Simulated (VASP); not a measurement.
Input of a VASP 6.6.1 run:

The input INCAR:

```
ALGO = Normal ; EDIFF = 1E-6
ENCUT = 520 ; GGA = PE
ISIF = 2 ; ISMEAR = -1
LASPH = T ; LCHARG = F
LREAL = F ; LWAVE = F
NBANDS = 11 ; NELM = 60
PREC = Accurate ; SIGMA = 0.05
```

KPOINTS

```
k-points
0
Gamma
  8 8 8
```

POSCAR

```
MgS
1.0
   -0.0520330000      2.6016500000      2.6016500000
    2.6016500000     -0.0520330000      2.6016500000
    2.5496170000      2.5496170000      0.0000000000
S Mg
1 1
Direct
    0.5000000000      0.5000000000      0.5000000000
    0.0000000000      0.0000000000      0.0000000000
```

Potentials or basis: VASP PAW PBE potentials, release 64 (S, Mg).

Run with:

```bash
$ cat potpaw_PBE.64/S/POTCAR potpaw_PBE.64/Mg/POTCAR > POTCAR
$ mpirun -np 1 vasp_std > vasp.out
```

(1) What does it give for the pressure?

(2) Predict the band gap on the k mesh.

Results:

(1) 0.9 GPa.

(2) 2.53 eV, indirect (least direct gap 3.50 eV).
